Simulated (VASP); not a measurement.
SnO2: single point with PBE

SnO2:

```
Sn O
1.0
     1.60227    0.92507    4.87415
    -1.60227    0.92507    4.87415
     0.00000   -1.85014    4.87415
Sn O
1 2
Direct
  0.50000 0.50000 0.50000
  0.24064 0.24064 0.24064
  0.75936 0.75936 0.75936
```

This cell differs from its parent crystal: atoms shifted along a free coordinate.

```yaml
Program: VASP 6.6.1
Task: single point
Functional: PBE
Potentials_or_basis: VASP PAW PBE potentials, release 64 (Sn_d, O)
Cutoff: 520 eV
k_mesh: 12 × 12 × 12
Occupations: gaussian, width 0.05 eV
Spin: no spin polarisation
```

```
Pressure               : -2.0 GPa
Largest force          : 0.785 eV/Å
Band gap on the k mesh : 1.96 eV (least direct gap 2.01 eV)
```

Forces on the atoms (eV/Å):
```
Sn   0.000  0.000  0.000
O    0.000  0.000 -0.785
O    0.000  0.000  0.785
```

Stress tensor (GPa, compression positive):
```
-0.09  0.00  0.00
 0.00 -0.09  0.00
 0.00  0.00 -5.83
```

Levels at points of the mesh, in eV from the valence-band top:
| k point | band 10 | band 11 | band 12 | band 13 | band 14 | band 15 | band 16 | band 17 |
| --- | --- | --- | --- | --- | --- | --- | --- | --- |
| (0.00, 0.00, 0.00) | -1.09 | -0.72 | -0.72 | -0.05 | 1.96 | 5.70 | 11.18 | 11.18 |
| (0.50, 0.00, 0.00) | -2.62 | -1.59 | -0.57 | -0.57 | 5.14 | 7.47 | 10.26 | 11.96 |
| (0.50, 0.50, 0.00) | -2.72 | -1.26 | -0.42 | -0.01 | 4.85 | 6.72 | 10.62 | 11.42 |
| (0.50, 0.50, 0.50) | -1.16 | -1.16 | -0.67 | -0.67 | 3.22 | 5.61 | 11.34 | 11.34 |

Wall time 2.9 min on 1 thread of Intel(R) Xeon(R) 6975P-C (Granite Rapids), with other jobs on the host, peak memory 0.33 GiB.

Caveat: the cell differs from its parent crystal (atoms shifted along a free coordinate); spin-orbit coupling is left out, which moves the levels of the heavy elements. A k mesh can miss the band edges.
